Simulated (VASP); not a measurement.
# C (P-1) in VASP: further runs

Runs on C. Level: r2SCAN. Tasks: single point.

Everything below comes from runs of VASP 6.6.1. Logs are shortened: lines on timing, memory, paths and dates and some standing lists are left out, and cuts for length are marked.

### 1 The cell of the first run

The typed cell holds 2 atoms: a = 3.967 Å, b = 3.566 Å, c = 2.456 Å, α = 80.09°, β = 62.33°, γ = 37.59°.

### 2 Single point, r2SCAN (atom 1 (C) moved by (-0.300, -0.600) A along [1 1 0] and z)

Contents of POSCAR:

```
C
1.0
    0.0000000000      2.1270000000      3.3480000000
    1.2280000000      0.0000000000      3.3480000000
    1.2280000000      2.1270000000      0.0000000000
C
2
Direct
    0.1135707567      0.7072177738      0.1200362699
    0.8333300000      0.1666700000      0.8333300000
```

Contents of INCAR.step1:

```
SYSTEM = C
PREC     = Accurate       ! precision mode
ENCUT    = 520            ! plane-wave cutoff, eV
ISMEAR   = 0              ! smearing method
SIGMA    = 0.05           ! smearing width, eV
LREAL    = .FALSE.        ! projectors in reciprocal space
LASPH    = .TRUE.         ! aspherical terms in the spheres
NELM     = 60             ! most SCF steps
NBANDS   = 11             ! bands
GGA      = PE             ! functional
ALGO     = Normal         ! electronic algorithm
EDIFF    = 1E-4           ! SCF threshold, eV
LWAVE    = .TRUE.         ! write WAVECAR
LCHARG   = .FALSE.        ! write CHGCAR
```

Contents of INCAR.step2:

```
SYSTEM = C
PREC     = Accurate       ! precision mode
ENCUT    = 520            ! plane-wave cutoff, eV
EDIFF    = 1E-6           ! SCF threshold, eV
ISMEAR   = 0              ! smearing method
SIGMA    = 0.05           ! smearing width, eV
LREAL    = .FALSE.        ! projectors in reciprocal space
LASPH    = .TRUE.         ! aspherical terms in the spheres
NELM     = 60             ! most SCF steps
ALGO     = Normal         ! electronic algorithm
ISIF     = 2              ! what is computed and relaxed
LWAVE    = .FALSE.        ! write WAVECAR
LCHARG   = .TRUE.         ! write CHGCAR
METAGGA  = R2SCAN         ! meta-GGA
LMIXTAU  = .TRUE.       
LELF     = .TRUE.         ! ELF
LVHAR    = .TRUE.       
NBANDS   = 11             ! bands
ISTART   = 1
```

Contents of KPOINTS:

```
Automatic mesh
0
G
  14 14 14
  0 0 0
```

Potentials or basis: VASP PAW PBE potentials, release 64 (C).

Command:

```bash
cat potpaw_PBE.64/C/POTCAR > POTCAR
cp INCAR.step1 INCAR
mpirun -np 1 vasp_std > vasp.out
cp INCAR.step2 INCAR
mpirun -np 1 vasp_std > vasp.out
```

OUTCAR:

```text
SYSTEM = C
   PREC = Accurate
   ENCUT = 520
   EDIFF = 1E-6
   ISMEAR = 0
   LREAL = .FALSE.
   LASPH = .TRUE.
   NELM = 60
   ISIF = 2
   METAGGA = R2SCAN
   ISTART = 1

 ion  position               nearest neighbor table
   1  0.114  0.707  0.120-   2 1.36   2 1.50   2 1.81
   2  0.833  0.167  0.833-   1 1.36   1 1.50   1 1.81

  LATTYP: Found a face centered orthorhombic cell.
 ALAT       =     2.4560000000
 B/A-ratio  =     1.7320846906
 C/A-ratio  =     2.7263843648

  Lattice vectors:

 A1 = (   0.0000000000,   2.1270000000,   3.3480000000)
 A2 = (   1.2280000000,   0.0000000000,   3.3480000000)
 A3 = (   1.2280000000,   2.1270000000,   0.0000000000)

Analysis of symmetry for initial positions (statically):
=====================================================================
 Subroutine PRICEL returns:
 Original cell was already a primitive cell.

 Routine SETGRP: Setting up the symmetry group for a
 face centered orthorhombic supercell.

 Subroutine GETGRP returns: Found  2 space group operations
 (whereof  1 operations were pure point group operations)
 out of a pool of  8 trial point group operations.

The static configuration has the point symmetry C_1 .
 The point group associated with its full space group is S_2 .

Analysis of symmetry for dynamics (positions and initial velocities):
=====================================================================
 Subroutine PRICEL returns:
 Original cell was already a primitive cell.

 Routine SETGRP: Setting up the symmetry group for a
 face centered orthorhombic supercell.

 Subroutine GETGRP returns: Found  2 space group operations
 (whereof  1 operations were pure point group operations)
 out of a pool of  8 trial point group operations.

The dynamic configuration has the point symmetry C_1 .
 The point group associated with its full space group is S_2 .

 Subroutine INISYM returns: Found  2 space group operations
 (whereof  1 operations are pure point group operations),
 and found     1 'primitive' translations

----------------------------------------------------------------------------------------

                                     Primitive cell

  volume of cell :      17.4897

  direct lattice vectors                    reciprocal lattice vectors
     0.000000000  2.127000000  3.348000000    -0.407166124  0.235072873  0.149342891
     1.228000000  0.000000000  3.348000000     0.407166124 -0.235072873  0.149342891
     1.228000000  2.127000000  0.000000000     0.407166124  0.235072873 -0.149342891

  length of vectors
     3.966513961  3.566102635  2.456036034     0.493301943  0.493301943  0.493301943

  position of ions in fractional coordinates (direct lattice)
     0.113570757  0.707217774  0.120036270
     0.833330000  0.166670000  0.833330000

  ion indices of the primitive-cell ions
   primitive index   ion index
                 1           1
                 2           2

----------------------------------------------------------------------------------------

 KPOINTS: Automatic mesh

Automatic generation of k-mesh.
 Grid dimensions read from file:
 generate k-points for:   14   14   14

 Generating k-lattice:

  Cartesian coordinates                     Fractional coordinates (reciprocal lattice)
    -0.029083295  0.016790919  0.010667349     0.071428571  0.000000000  0.000000000
     0.029083295 -0.016790919  0.010667349     0.000000000  0.071428571  0.000000000
     0.029083295  0.016790919 -0.010667349     0.000000000  0.000000000  0.071428571

  Length of vectors
     0.035235853  0.035235853  0.035235853

  Shift w.r.t. Gamma in fractional coordinates (k-lattice)
     0.000000000  0.000000000  0.000000000

 Subroutine IBZKPT returns following result:
 ===========================================

 Found   1376 irreducible k-points:

 Following reciprocal coordinates:
            Coordinates               Weight
  0.000000  0.000000  0.000000      1.000000
  0.071429  0.000000  0.000000      2.000000
 -0.071429 -0.071429 -0.071429      2.000000
  0.000000  0.000000  0.071429      2.000000
  0.000000  0.071429  0.000000      2.000000
  0.142857  0.000000  0.000000      2.000000
[... 16 lines left out ...]
 -0.428571 -0.428571 -0.428571      2.000000
  0.000000 -0.000000  0.428571      2.000000
 [... further k-points ...]
   k-points           NKPTS =   1376   k-points in BZ     NKDIM =   1376   number of bands    NBANDS=     11
   number of dos      NEDOS =    301   number of ions     NIONS =      2
   total plane-waves  NPLWV =  15120
   dimension x,y,z NGX =    30 NGY =   28 NGZ =   18
   dimension x,y,z NGXF=    60 NGYF=   56 NGZF=   36
   ions per type =               2
   NGX,Y,Z   is equivalent  to a cutoff of  12.57, 13.05, 12.18 a.u.
   NGXF,Y,Z  is equivalent  to a cutoff of  25.15, 26.11, 24.37 a.u.
 SYSTEM =  C
   PREC   = accura    normal or accurate (medium, high low for compatibility)
   ISTART =      1    job   : 0-new  1-cont  2-samecut
   ICHARG =      0    charge: 1-file 2-atom 10-const
   ISPIN  =      1    spin polarized calculation?
   LNONCOLLINEAR =      F non collinear calculations
   LSORBIT =      F    spin-orbit coupling
   LASPH  =      T    aspherical Exc in radial PAW
   ENCUT  =  520.0 eV  38.22 Ry    6.18 a.u.   7.38  6.63  4.57*2*pi/ulx,y,z
   NELM   =     60;   NELMIN=  2; NELMDL=  0     # of ELM steps
   EDIFF  = 0.1E-05   stopping-criterion for ELM
   LREAL  =      F    real-space projection
   EDIFFG = 0.1E-04   stopping-criterion for IOM
   NSW    =      0    number of steps for IOM
   IBRION =     -1    ionic relax: 0-MD 1-quasi-New 2-CG
   NFREE  =      0    steps in history (QN), initial steepest desc. (CG)
   ISIF   =      2    stress and relaxation
   ISYM   =      2    0-nonsym 1-usesym 2-fastsym
   POTIM  = 0.5000    time-step for ionic-motion
   TEBEG  =    0.0;   TEEND  =   0.0 temperature during run
   PSTRESS=    0.0 pullay stress
   NELECT =       8.0000    total number of electrons
   NUPDOWN=      -1.0000    fix difference up-down
   EMIN   =  10.00;   EMAX   =-10.00  energy-range for DOS
   EFERMI =   0.00;   METHOD = LEGACY
   ISMEAR =     0;   SIGMA  =   0.05  broadening in eV -4-tet -1-fermi 0-gaus
   EFERMI_NEDOS =   21; number of points for ismear=-14 and -15
   IALGO  =     38    algorithm
   IMIX   =      4    mixing-type and parameters
     AMIX     =   0.40;   BMIX     =  1.00
     AMIX_MAG =   1.60;   BMIX_MAG =  1.00
  volume/ion in A,a.u.               =       8.74        59.01
  Fermi-wavevector in a.u.,A,eV,Ry     =   1.261376  2.383654 21.647797  1.591068
  Thomas-Fermi vector in A             =   2.394838
   LORBIT       =      0    0 simple, 1 ext, 2 COOP (PROOUT), +10 PAW based schemes
   METAGGA = R2SCAN    functional components
   LHFCALC =     F    Hartree Fock is set to
   AEXX    =    0.0000 exact exchange contribution
   IVDW    =     0    specifies the selected vdW correction
   LEPSILON=     F    determine dielectric tensor
   LRPA    =     F    only Hartree local field effects (RPA)
 non-spin polarized calculation
 Gauss-broadening in eV      SIGMA  =   0.05
  energy-cutoff  :      520.00
  volume of cell :       17.49
 maximum number of plane-waves:       499
 NGX is ok and might be reduce to    30
   NGX = 15   NGY = 13   NGZ =  9

 number of electron       8.0000000 magnetization

 Free energy of the ion-electron system (eV)
  ---------------------------------------------------
  ext. energy  EPLUGINS =         0.00000000
  ---------------------------------------------------
  free energy    TOTEN  =       -16.17655678 eV

  energy without entropy =      -16.17613526  energy(sigma->0) =      -16.17634602

 E-fermi :   4.3643     XC(G=0): -11.5640

 val. band max:        4.3638005996   @ k =   0.0000   0.0714   0.0000
 cond. band min:       4.3806498776   @ k =  -0.2857   0.0714   0.2143
 fundamental gap:      0.0168492780
 Fermi energy:         4.3643059696

 k-point     1 :       0.0000    0.0000    0.0000
  band No.  band energies     occupation
      1     -15.6772      2.00000
      2      -1.4946      2.00000
      3       0.8467      2.00000
      4       4.2325      1.99981
      5       8.2265      0.00000
      6       8.7756      0.00000
      7      15.8835      0.00000
      8      18.6889      0.00000
      9      20.9638      0.00000
     10      27.7564      0.00000
     11      28.8581      0.00000

 k-point     2 :       0.0714    0.0000    0.0000
  band No.  band energies     occupation
      1     -15.5408      2.00000
      2      -1.4548      2.00000
      3       0.5437      2.00000
      4       4.3214      1.77527
      5       7.4971      0.00000
      6       9.0795      0.00000
      7      16.2536      0.00000
      8      18.7156      0.00000
      9      20.7483      0.00000
     10      27.0672      0.00000
     11      29.5468      0.00000

 k-point     3 :      -0.0714   -0.0714   -0.0714
  band No.  band energies     occupation
      1     -15.5387      2.00000
      2      -1.4370      2.00000
      3       0.7166      2.00000
      4       4.3604      1.08814
      5       6.4239      0.00000
      6      10.0811      0.00000
      7      16.0037      0.00000
      8      18.7710      0.00000
      9      20.7553      0.00000
     10      27.8985      0.00000
     11      28.6091      0.00000
[... 267 lines left out ...]
 k-point    23 :      -0.4286   -0.4286   -0.4286
  band No.  band energies     occupation
      1     -11.2808      2.00000
      2      -5.4241      2.00000
      3      -1.0436      2.00000
      4       1.1158      2.00000
      5       5.5281      0.00000
      6      11.6379      0.00000
      7      14.7218      0.00000
      8      18.7374      0.00000
      9      19.3662      0.00000
     10      24.2877      0.00000
     11      28.3543      0.00000

 k-point    24 :       0.0000   -0.0000    0.4286
  band No.  band energies     occupation
      1     -11.2755      2.00000
      2      -5.4477      2.00000
      3      -1.0062      2.00000
      4       0.5715      2.00000
      5       8.0212      0.00000
      6      10.7902      0.00000
      7      11.7996      0.00000
      8      19.2040      0.00000
      9      21.1471      0.00000
     10      23.0737      0.00000
     11      29.8052      0.00000

 [... further k-points ...]

------------------------ aborting loop because EDIFF is reached ----------------------------------------

  FORCE on cell =-STRESS in cart. coord.  units (eV):
  Direction    XX          YY          ZZ          XY          YZ          ZX
  --------------------------------------------------------------------------------------
  -------------------------------------------------------------------------------------
  Total        1.8499383      2.3622050     -4.2094684      0.7373749     -2.3113674     -0.5244559
  in kB      169.4675438    216.3948258   -385.6173207     67.5487960   -211.7377389    -48.0438974
  external PRESSURE =       0.0816829 kB  Pullay stress =       0.0000000 kB

 VOLUME and BASIS-vectors are now :
 -----------------------------------------------------------------------------
  energy-cutoff  :      520.00
  volume of cell :       17.49
      direct lattice vectors                 reciprocal lattice vectors
     0.000000000  2.127000000  3.348000000    -0.407166124  0.235072873  0.149342891
     1.228000000  0.000000000  3.348000000     0.407166124 -0.235072873  0.149342891
     1.228000000  2.127000000  0.000000000     0.407166124  0.235072873 -0.149342891

 POSITION                                       TOTAL-FORCE (eV/Angst)
 -----------------------------------------------------------------------------------
      1.01587      0.49688      2.74800         1.047630      4.109610      6.346693
      1.22800      3.54499      3.34800        -1.047630     -4.109610     -6.346693
 -----------------------------------------------------------------------------------
    total drift:                                0.000004      0.000002      0.000002

  FREE ENERGIE OF THE ION-ELECTRON SYSTEM (eV)
  ---------------------------------------------------
  free  energy   TOTEN  =       -16.1765567846 eV

  energy  without entropy=      -16.1761352585  energy(sigma->0) =      -16.17634602
```

It took 20 min on 1 thread of Oxide Virtual Turin-like, shared host; peak memory 0.28 GiB.

What came out:

```yaml
Free_energy: -16.1766 eV
Pressure: 0.0 GPa
Largest_force: 7.633 eV/Å
Band_gap_on_the_k_mesh: zero (bands 4 and 5 overlap by 4.97 eV)
```

Forces on the atoms (eV/Å):
```
C    1.048  4.110  6.347
C   -1.048 -4.110 -6.347
```

Stress tensor (GPa, compression positive):
```
 16.95   6.75  -4.80
  6.75  21.64 -21.17
 -4.80 -21.17 -38.56
```

Caveat: the cell differs from its parent crystal (atom 1 (C) moved by (-0.300, -0.600) A along [1 1 0] and z); the stress differs along the axes, from -39 to 22 GPa; the PAW data sets were made with another functional, which shifts forces and pressure a little.

[end of part 1 of 2]
